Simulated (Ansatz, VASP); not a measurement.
Two plane-wave programs on Ta

```xyz
1
Lattice="-1.6534 1.6534 1.6534 1.6534 -1.6534 1.6534 1.6534 1.6534 -1.6534" Properties=species:S:1:pos:R:3 pbc="T T T"
Ta    0.0000    0.0000    0.0000
```

Alike in both runs: task single point; functional r2SCAN; k mesh 13 × 13 × 13; no spin polarisation.

|  | VASP | Ansatz |
| --- | --- | --- |
| version | VASP 6.6.1 | Ansatz 0.2.0 |
| potentials or method | VASP PAW PBE potentials, release 64 (Ta_pv), cutoff 520 eV | plane waves (500 eV) with PAW, scalar-relativistic |
| occupations | methfessel-paxton of order 1, width 0.03 eV | cold, width 0.03 eV |
| valence electrons in the cell | 11 | 13 |

Ansatz gave:

```
pressure (GPa) : 0.0
```

Q: What did VASP give for the same quantities?

A: Pressure (GPa): 0.6.

VASP's potentials were made for PBE, not for r2SCAN. VASP's potentials hold 11 valence electrons a cell and Ansatz's 13, so a difference there can come from the potentials and not from the codes.

Spin-orbit coupling is off throughout.
